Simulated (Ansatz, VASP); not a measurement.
# One calculation of Ti, two programs

```xyz
2
Lattice="2.9037 0.0000 0.0000 -1.4518 2.5147 0.0000 0.0000 0.0000 4.6786" Properties=species:S:1:pos:R:3 pbc="T T T"
Ti    0.0000    1.6764    1.1697
Ti    1.4518    0.8382    3.5090
```

Change from the starting cell: band edges of the strained film's bulk.

Alike in both runs: task single point; functional r2SCAN; k mesh 12 × 12 × 8; occupations gaussian, width 0.1 eV; no spin polarisation.

```csv
,VASP,Ansatz
version,VASP 6.6.1,Ansatz 0.2.0
potentials or method,"VASP PAW PBE potentials, release 64 (Ti_sv), cutoff 520 eV","scalar-relativistic, plane waves, PAW"
valence electrons in the cell,24,24
```

Ansatz gave:

```
gap on the k mesh at the Fermi level (eV)                     : none
pressure (GPa)                                                : 1.6
traceless stress, the component that is largest in VASP (GPa) : -1.60
```

Q: What did VASP give for the same quantities?

A: gap on the k mesh at the Fermi level (eV): none; pressure (GPa): 2.0; traceless stress, the component that is largest in VASP (GPa): -1.59.

VASP's potentials were made for PBE, not for r2SCAN. A gap of «none» marks a metal or a gap that the smearing closes.
